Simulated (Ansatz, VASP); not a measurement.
**One calculation of Si, two programs**

```xyz
2
Lattice="0.0000 2.6602 2.6602 2.6602 0.0000 2.6602 2.6602 2.6602 0.0000" Properties=species:S:1:pos:R:3 pbc="T T T"
Si    0.0000    0.0000    0.0000
Si    1.3301    1.3301    1.3301
```

Alike in both runs: task single point; functional r2SCAN; k mesh 8 × 8 × 8; occupations gaussian, width 0.0356 eV; no spin polarisation.

|  | VASP | Ansatz |
| --- | --- | --- |
| version | VASP 6.6.1 | Ansatz 0.2.0 |
| potentials or method | VASP PAW PBE potentials, release 64 (Si), cutoff 520 eV | PAW plane waves |
| valence electrons in the cell | 8 | 8 |

|  | VASP | Ansatz | Ansatz less VASP |
| --- | --- | --- | --- |
| gap on the k mesh at the Fermi level (eV) | 0.71 | 0.70 | -0.017 |
| pressure (GPa) | 7.5 | 7.7 | +0.27 |

VASP's potentials were made for PBE, not for r2SCAN. The functional is the same, so the differences come from potentials, cutoffs and numerics.
